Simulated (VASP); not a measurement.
# Tl3Ru (Pm-3m) in VASP: notebook

Tl3Ru is run at these levels: PBE; tasks: single point, relaxation of cell and atoms.

All numbers are computed with VASP 6.6.1; they aren't measurements. Logs are shortened: lines on timing, memory, paths and dates and some standing lists are left out, and cuts for length are marked.

## Step 1: The cell of the first run

Symmetry: Pm-3m, No. 221, cubic system. The conventional cell has a = 4.531 Å, b = 4.531 Å, c = 4.531 Å, α = 90.00°, β = 90.00°, γ = 90.00°. Within 4.2 Å of Tl (site symmetry 4/mmm) lie 8 Tl at 3.20 Å and 4 Ru at 3.20 Å. Ru (site symmetry m-3m) has 12 Tl at 3.20 Å within 4.2 Å.

## Step 2: Single point, PBE

INCAR reads:

```
ALGO = Fast ; EDIFF = 1E-6
ENCUT = 520 ; GGA = PE
ISIF = 2 ; ISMEAR = 0
LASPH = T ; LCHARG = T
LELF = T ; LREAL = F
LVHAR = T ; LWAVE = F
NBANDS = 34 ; NELM = 60
PREC = Accurate ; SIGMA = 0.1
```

KPOINTS reads:

```
k-points
0
Gamma
  10 10 10
```

POSCAR reads:

```
Tl3Ru
1.0
    4.5306617686      0.0000000000      0.0000000000
    0.0000000000      4.5306617686      0.0000000000
    0.0000000000      0.0000000000      4.5306617686
Tl Ru
3 1
Direct
    0.0000000000      0.5000000000      0.5000000000
    0.5000000000      0.0000000000      0.5000000000
    0.5000000000      0.5000000000      0.0000000000
    0.0000000000      0.0000000000      0.0000000000
```

Potentials or basis: VASP PAW PBE potentials, release 64 (Tl_d, Ru_pv).

The run is started by

```console
$ cat potpaw_PBE.64/Tl_d/POTCAR potpaw_PBE.64/Ru_pv/POTCAR > POTCAR
$ mpirun -np 1 vasp_std > vasp.out
```

OUTCAR:

```text
EDIFF = 1E-6
   ENCUT = 520
   GGA = PE
   ISIF = 2
   ISMEAR = 0
   LASPH = T
   LREAL = F
   NELM = 60
   PREC = Accurate

 ion  position               nearest neighbor table
   1  0.000  0.500  0.500-   2 3.20   3 3.20   4 3.20   3 3.20   4 3.20   2 3.20   4 3.20   4 3.20
                             2 3.20   3 3.20   3 3.20   2 3.20
   2  0.500  0.000  0.500-   1 3.20   3 3.20   4 3.20   3 3.20   4 3.20   1 3.20   3 3.20   3 3.20
                             1 3.20   4 3.20   4 3.20   1 3.20
   3  0.500  0.500  0.000-   1 3.20   2 3.20   4 3.20   1 3.20   2 3.20   2 3.20   4 3.20   2 3.20
                             1 3.20   4 3.20   1 3.20   4 3.20
   4  0.000  0.000  0.000-   1 3.20   2 3.20   3 3.20   1 3.20   2 3.20   1 3.20   3 3.20   1 3.20
                             2 3.20   3 3.20   2 3.20   3 3.20

  LATTYP: Found a simple cubic cell.
 ALAT       =     4.5306617686

  Lattice vectors:

 A1 = (   4.5306617686,   0.0000000000,   0.0000000000)
 A2 = (   0.0000000000,   4.5306617686,   0.0000000000)
 A3 = (   0.0000000000,   0.0000000000,   4.5306617686)

Analysis of symmetry for initial positions (statically):
=====================================================================
 Subroutine PRICEL returns:
 Original cell was already a primitive cell.

 Routine SETGRP: Setting up the symmetry group for a
 simple cubic supercell.

 Subroutine GETGRP returns: Found 48 space group operations
 (whereof 48 operations were pure point group operations)
 out of a pool of 48 trial point group operations.

The static configuration has the point symmetry O_h .

Analysis of symmetry for dynamics (positions and initial velocities):
=====================================================================
 Subroutine PRICEL returns:
 Original cell was already a primitive cell.

 Routine SETGRP: Setting up the symmetry group for a
 simple cubic supercell.

 Subroutine GETGRP returns: Found 48 space group operations
 (whereof 48 operations were pure point group operations)
 out of a pool of 48 trial point group operations.

The dynamic configuration has the point symmetry O_h .

 Subroutine INISYM returns: Found 48 space group operations
 (whereof 48 operations are pure point group operations),
 and found     1 'primitive' translations

----------------------------------------------------------------------------------------

                                     Primitive cell

  volume of cell :      93.0004

  direct lattice vectors                    reciprocal lattice vectors
     4.530661769  0.000000000  0.000000000     0.220718308  0.000000000  0.000000000
     0.000000000  4.530661769  0.000000000     0.000000000  0.220718308  0.000000000
     0.000000000  0.000000000  4.530661769     0.000000000  0.000000000  0.220718308

  length of vectors
     4.530661769  4.530661769  4.530661769     0.220718308  0.220718308  0.220718308

  position of ions in fractional coordinates (direct lattice)
     0.000000000  0.500000000  0.500000000
     0.500000000  0.000000000  0.500000000
     0.500000000  0.500000000  0.000000000
     0.000000000  0.000000000  0.000000000

  ion indices of the primitive-cell ions
   primitive index   ion index
                 1           1
                 2           2
                 3           3
                 4           4

----------------------------------------------------------------------------------------

 KPOINTS: k-points

Automatic generation of k-mesh.
 Grid dimensions read from file:
 generate k-points for:   10   10   10

 Generating k-lattice:

  Cartesian coordinates                     Fractional coordinates (reciprocal lattice)
     0.022071831  0.000000000  0.000000000     0.100000000  0.000000000  0.000000000
     0.000000000  0.022071831  0.000000000     0.000000000  0.100000000  0.000000000
     0.000000000  0.000000000  0.022071831     0.000000000  0.000000000  0.100000000

  Length of vectors
     0.022071831  0.022071831  0.022071831

  Shift w.r.t. Gamma in fractional coordinates (k-lattice)
     0.000000000  0.000000000  0.000000000

 Subroutine IBZKPT returns following result:
 ===========================================

 Found     56 irreducible k-points:

 Following reciprocal coordinates:
            Coordinates               Weight
  0.000000  0.000000  0.000000      1.000000
  0.100000  0.000000  0.000000      6.000000
  0.200000  0.000000  0.000000      6.000000
  0.300000  0.000000  0.000000      6.000000
  0.400000  0.000000  0.000000      6.000000
  0.500000  0.000000  0.000000      3.000000
[... 16 lines left out ...]
  0.200000  0.100000  0.100000     24.000000
  0.300000  0.100000  0.100000     24.000000
 [... further k-points ...]
   k-points           NKPTS =     56   k-points in BZ     NKDIM =     56   number of bands    NBANDS=     34
   number of dos      NEDOS =    301   number of ions     NIONS =      4
   total plane-waves  NPLWV =  46656
   dimension x,y,z NGX =    36 NGY =   36 NGZ =   36
   dimension x,y,z NGXF=    72 NGYF=   72 NGZF=   72
   ions per type =               3   1
   NGX,Y,Z   is equivalent  to a cutoff of  13.21, 13.21, 13.21 a.u.
   NGXF,Y,Z  is equivalent  to a cutoff of  26.42, 26.42, 26.42 a.u.
 SYSTEM =  unknown system
   PREC   = accura    normal or accurate (medium, high low for compatibility)
   ISTART =      0    job   : 0-new  1-cont  2-samecut
   ICHARG =      2    charge: 1-file 2-atom 10-const
   ISPIN  =      1    spin polarized calculation?
   LNONCOLLINEAR =      F non collinear calculations
   LSORBIT =      F    spin-orbit coupling
   LASPH  =      T    aspherical Exc in radial PAW
   ENCUT  =  520.0 eV  38.22 Ry    6.18 a.u.   8.42  8.42  8.42*2*pi/ulx,y,z
   NELM   =     60;   NELMIN=  2; NELMDL= -5     # of ELM steps
   EDIFF  = 0.1E-05   stopping-criterion for ELM
   LREAL  =      F    real-space projection
   EDIFFG = 0.1E-04   stopping-criterion for IOM
   NSW    =      0    number of steps for IOM
   IBRION =     -1    ionic relax: 0-MD 1-quasi-New 2-CG
   NFREE  =      0    steps in history (QN), initial steepest desc. (CG)
   ISIF   =      2    stress and relaxation
   ISYM   =      2    0-nonsym 1-usesym 2-fastsym
   POTIM  = 0.5000    time-step for ionic-motion
   TEBEG  =    0.0;   TEEND  =   0.0 temperature during run
   PSTRESS=    0.0 pullay stress
   NELECT =      53.0000    total number of electrons
   NUPDOWN=      -1.0000    fix difference up-down
   EMIN   =  10.00;   EMAX   =-10.00  energy-range for DOS
   EFERMI =   0.00;   METHOD = LEGACY
   ISMEAR =     0;   SIGMA  =   0.10  broadening in eV -4-tet -1-fermi 0-gaus
   EFERMI_NEDOS =   21; number of points for ismear=-14 and -15
   IALGO  =     68    algorithm
   IMIX   =      4    mixing-type and parameters
     AMIX     =   0.40;   BMIX     =  1.00
     AMIX_MAG =   1.60;   BMIX_MAG =  1.00
  volume/ion in A,a.u.               =      23.25       156.90
  Fermi-wavevector in a.u.,A,eV,Ry     =   1.357287  2.564901 25.065048  1.842229
  Thomas-Fermi vector in A             =   2.484219
   LORBIT       =      0    0 simple, 1 ext, 2 COOP (PROOUT), +10 PAW based schemes
   GGA     = PE    functional components
   LHFCALC =     F    Hartree Fock is set to
   AEXX    =    0.0000 exact exchange contribution
   IVDW    =     0    specifies the selected vdW correction
   LEPSILON=     F    determine dielectric tensor
   LRPA    =     F    only Hartree local field effects (RPA)
 non-spin polarized calculation
 RMM-DIIS sequential band-by-band and
 Gauss-broadening in eV      SIGMA  =   0.10
  energy-cutoff  :      520.00
  volume of cell :       93.00
 maximum number of plane-waves:      2523
 NGX is ok and might be reduce to    36
   NGX = 17   NGY = 17   NGZ = 17

 number of electron      53.0000009 magnetization

 Free energy of the ion-electron system (eV)
  ---------------------------------------------------
  ext. energy  EPLUGINS =         0.00000000
  ---------------------------------------------------
  free energy    TOTEN  =       -12.92652416 eV

  energy without entropy =      -12.89088615  energy(sigma->0) =      -12.90870516

 E-fermi :   7.9032     XC(G=0): -11.1886

 val. band max:        7.9019075992   @ k =   0.5000   0.4000   0.0000
 cond. band min:       7.9038742481   @ k =   0.3000   0.2000   0.2000
 fundamental gap:      0.0019666488
 Fermi energy:         7.9032438899

 k-point     1 :       0.0000    0.0000    0.0000
  band No.  band energies     occupation
      1     -33.6450      2.00000
      2     -33.6450      2.00000
      3     -33.6450      2.00000
      4      -4.3557      2.00000
      5      -4.1995      2.00000
      6      -4.1995      2.00000
[... 26 lines left out ...]
     33      13.1290      0.00000
     34      14.5596      0.00000

 k-point     2 :       0.1000    0.0000    0.0000
  band No.  band energies     occupation
      1     -33.6451      2.00000
      2     -33.6450      2.00000
      3     -33.6450      2.00000
      4      -4.3292      2.00000
      5      -4.1933      2.00000
      6      -4.1743      2.00000
[... 26 lines left out ...]
     33      13.1007      0.00000
     34      14.1331      0.00000

 k-point     3 :       0.2000    0.0000    0.0000
  band No.  band energies     occupation
      1     -33.6454      2.00000
      2     -33.6450      2.00000
      3     -33.6450      2.00000
      4      -4.2548      2.00000
      5      -4.1768      2.00000
      6      -4.1000      2.00000
[... 26 lines left out ...]
     33      13.0413      0.00000
     34      13.2731      0.00000

 k-point     4 :       0.3000    0.0000    0.0000
  band No.  band energies     occupation
      1     -33.6458      2.00000
      2     -33.6450      2.00000
      3     -33.6450      2.00000
      4      -4.1553      2.00000
      5      -4.1483      2.00000
      6      -3.9810      2.00000
[... 26 lines left out ...]
     33      12.9871      0.00000
     34      13.5491      0.00000

 k-point     5 :       0.4000    0.0000    0.0000
  band No.  band energies     occupation
      1     -33.6461      2.00000
      2     -33.6450      2.00000
      3     -33.6450      2.00000
      4      -4.1369      2.00000
      5      -4.0406      2.00000
      6      -3.8267      2.00000
[... 621 lines left out ...]
 k-point    22 :       0.1000    0.1000    0.1000
  band No.  band energies     occupation
      1     -33.6451      2.00000
      2     -33.6451      2.00000
      3     -33.6451      2.00000
      4      -4.2851      2.00000
      5      -4.1565      2.00000
      6      -4.1377      2.00000
[... 26 lines left out ...]
     33      13.2650      0.00000
     34      13.4907      0.00000

 k-point    23 :       0.2000    0.1000    0.1000
  band No.  band energies     occupation
      1     -33.6454      2.00000
      2     -33.6451      2.00000
      3     -33.6451      2.00000
      4      -4.2275      2.00000
      5      -4.1294      2.00000
      6      -4.0740      2.00000
[... 26 lines left out ...]
     33      13.4739      0.00000
     34      13.6804      0.00000

 k-point    24 :       0.3000    0.1000    0.1000
  band No.  band energies     occupation
      1     -33.6458      2.00000
      2     -33.6451      2.00000
      3     -33.6451      2.00000
      4      -4.1500      2.00000
      5      -4.0907      2.00000
      6      -3.9699      2.00000
[... 26 lines left out ...]
     33      13.7007      0.00000
     34      13.8388      0.00000

 [... further k-points ...]

------------------------ aborting loop because EDIFF is reached ----------------------------------------

  FORCE on cell =-STRESS in cart. coord.  units (eV):
  Direction    XX          YY          ZZ          XY          YZ          ZX
  --------------------------------------------------------------------------------------
  -------------------------------------------------------------------------------------
  Total       -0.0166578     -0.0166578     -0.0166578     -0.0000000     -0.0000000      0.0000000
  in kB       -0.2869739     -0.2869739     -0.2869739     -0.0000000     -0.0000000      0.0000000
  external PRESSURE =      -0.2869739 kB  Pullay stress =       0.0000000 kB

 VOLUME and BASIS-vectors are now :
 -----------------------------------------------------------------------------
  energy-cutoff  :      520.00
  volume of cell :       93.00
      direct lattice vectors                 reciprocal lattice vectors
     4.530661769  0.000000000  0.000000000     0.220718308  0.000000000  0.000000000
     0.000000000  4.530661769  0.000000000     0.000000000  0.220718308  0.000000000
     0.000000000  0.000000000  4.530661769     0.000000000  0.000000000  0.220718308

 POSITION                                       TOTAL-FORCE (eV/Angst)
 -----------------------------------------------------------------------------------
      0.00000      2.26533      2.26533         0.000000      0.000000      0.000000
      2.26533      0.00000      2.26533         0.000000      0.000000      0.000000
      2.26533      2.26533      0.00000         0.000000      0.000000      0.000000
      0.00000      0.00000      0.00000         0.000000      0.000000      0.000000
 -----------------------------------------------------------------------------------
    total drift:                                0.000000      0.000000      0.000000

  FREE ENERGIE OF THE ION-ELECTRON SYSTEM (eV)
  ---------------------------------------------------
  free  energy   TOTEN  =       -12.9265241643 eV

  energy  without entropy=      -12.8908861485  energy(sigma->0) =      -12.90870516
```

Wall time 66 s (1 thread of Intel Xeon 6975P-C (Granite Rapids), shared host); peak memory 0.3 GiB.

Results:

| Property | Result |
| --- | --- |
| Free energy | -12.9265 eV |
| Pressure | 0.0 GPa |
| Band gap on the k mesh | zero (an odd number of electrons rules out a gap without spin polarisation) |

Caveat: spin-orbit coupling is left out, which moves the levels of the heavy elements.

## Step 3: Relaxation of cell and atoms, PBE

This run uses another cell than the first one, of 24.49 Å³/atom.

INCAR reads:

```
PREC = Accurate
ENCUT = 600
EDIFF = 1E-6
ISMEAR = 0
SIGMA = 0.1
LREAL = F
LASPH = T
NELM = 100
ALGO = Fast
ISIF = 3
LWAVE = F
LCHARG = F
GGA = PE
IBRION = 2
NSW = 100
EDIFFG = -0.01
```

KPOINTS reads:

```
Automatic mesh
0
Gamma
  10 10 10
```

POSCAR reads:

```
Tl3Ru
1.0
    4.6098838900      0.0000000000      0.0000000000
    0.0000000000      4.6098838900      0.0000000000
    0.0000000000      0.0000000000      4.6098838900
Tl Ru
3 1
Direct
    0.0000000000      0.5000000000      0.5000000000
    0.5000000000      0.0000000000      0.5000000000
    0.5000000000      0.5000000000      0.0000000000
    0.0000000000      0.0000000000      0.0000000000
```

Potentials or basis: VASP PAW PBE potentials, release 64 (Tl_d, Ru_pv).

The run is started by

```console
$ cat potpaw_PBE.64/Tl_d/POTCAR potpaw_PBE.64/Ru_pv/POTCAR > POTCAR
$ mpirun -np 1 vasp_std > vasp.out
```

OUTCAR:

```text
PREC = Accurate
   ENCUT = 600
   EDIFF = 1E-6
   ISMEAR = 0
   LREAL = F
   LASPH = T
   NELM = 100
   ISIF = 3
   GGA = PE
   IBRION = 2
   NSW = 100
   EDIFFG = -0.01

 ion  position               nearest neighbor table
   1  0.000  0.500  0.500-   2 3.26   3 3.26   4 3.26   3 3.26   4 3.26   2 3.26   4 3.26   4 3.26
                             2 3.26   3 3.26   3 3.26   2 3.26
   2  0.500  0.000  0.500-   1 3.26   3 3.26   4 3.26   3 3.26   4 3.26   1 3.26   3 3.26   3 3.26
                             1 3.26   4 3.26   4 3.26   1 3.26
   3  0.500  0.500  0.000-   1 3.26   2 3.26   4 3.26   1 3.26   2 3.26   2 3.26   4 3.26   2 3.26
                             1 3.26   4 3.26   1 3.26   4 3.26
   4  0.000  0.000  0.000-   1 3.26   2 3.26   3 3.26   1 3.26   2 3.26   1 3.26   3 3.26   1 3.26
                             2 3.26   3 3.26   2 3.26   3 3.26

  LATTYP: Found a simple cubic cell.
 ALAT       =     4.6098838900

  Lattice vectors:

 A1 = (   4.6098838900,   0.0000000000,   0.0000000000)
 A2 = (   0.0000000000,   4.6098838900,   0.0000000000)
 A3 = (   0.0000000000,   0.0000000000,   4.6098838900)

Analysis of symmetry for initial positions (statically):
[... 187 lines left out ...]
  -------------------------------------------------------------------------------------
  Total       -1.5694831     -1.5694831     -1.5694831     -0.0000000     -0.0000000      0.0000000
  in kB      -25.6683090    -25.6683090    -25.6683090     -0.0000000     -0.0000000      0.0000000
  external PRESSURE =     -25.6683090 kB  Pullay stress =       0.0000000 kB
[... 63 lines left out ...]
--------------------------------------- Ionic step        3  -------------------------------------------

 number of electron      53.0000011 magnetization

 Free energy of the ion-electron system (eV)
  ---------------------------------------------------
  ext. energy  EPLUGINS =         0.00000000
  ---------------------------------------------------
  free energy    TOTEN  =       -12.92723969 eV

  energy without entropy =      -12.89154742  energy(sigma->0) =      -12.90939355

 E-fermi :   7.8931     XC(G=0): -11.1843

 val. band max:        7.8920627109   @ k =   0.5000   0.4000   0.0000
 cond. band min:       7.8939623451   @ k =   0.3000   0.2000   0.2000
 fundamental gap:      0.0018996342
 Fermi energy:         7.8930637294

 k-point     1 :       0.0000    0.0000    0.0000
  band No.  band energies     occupation
      1     -33.6545      2.00000
      2     -33.6545      2.00000
      3     -33.6545      2.00000
      4      -4.3628      2.00000
      5      -4.2071      2.00000
      6      -4.2071      2.00000
[... 805 lines left out ...]
     30      11.3722      0.00000
     31      11.6323      0.00000

 [... further k-points ...]

------------------------ aborting loop because EDIFF is reached ----------------------------------------

  FORCE on cell =-STRESS in cart. coord.  units (eV):
  Direction    XX          YY          ZZ          XY          YZ          ZX
  --------------------------------------------------------------------------------------
  -------------------------------------------------------------------------------------
  Total       -0.0090936     -0.0090936     -0.0090936      0.0000000      0.0000000      0.0000000
  in kB       -0.1565351     -0.1565351     -0.1565351      0.0000000      0.0000000      0.0000000
  external PRESSURE =      -0.1565351 kB  Pullay stress =       0.0000000 kB
[... 19 lines left out ...]
  FREE ENERGIE OF THE ION-ELECTRON SYSTEM (eV)
  ---------------------------------------------------
  free  energy   TOTEN  =       -12.9272396865 eV

  energy  without entropy=      -12.8915474201  energy(sigma->0) =      -12.90939355

 reached required accuracy - stopping structural energy minimisation
```

It took 3 min on 1 thread of Intel Xeon 6975P-C (Granite Rapids), shared host; peak memory 0.37 GiB.

What came out:

```yaml
Free_energy: -12.9272 eV
Relaxed_volume: 23.27 Å³/atom
Relaxed_cell: a = 4.532 Å, b = 4.532 Å, c = 4.532 Å, α = 90.00°, β = 90.00°, γ = 90.00°
Space_group_after_relaxing_to_0.1_Å: Pm-3m (No. 221)
Energy_gained_by_relaxing: 10.2 meV/atom
Ionic_steps: 3
Pressure_after_relaxing: 0.0 GPa
Band_gap_on_the_k_mesh: zero (an odd number of electrons rules out a gap without spin polarisation)
```

The path:
```csv
step,energy change (eV),largest force (eV/Å),pressure (GPa),volume (Å³)
1,0.0000,0.0000,-2.57,97.96
2,-0.0402,0.0000,0.35,92.51
3,-0.0408,0.0000,-0.02,93.08
```

Final structure:
```
Tl Ru
1.0
     4.53188    0.00000    0.00000
     0.00000    4.53188    0.00000
     0.00000    0.00000    4.53188
Tl Ru
3 1
Direct
  0.00000 0.50000 0.50000
  0.50000 0.00000 0.50000
  0.50000 0.50000 0.00000
  0.00000 0.00000 0.00000
```

Caveat: spin-orbit coupling is left out, which moves the levels of the heavy elements.
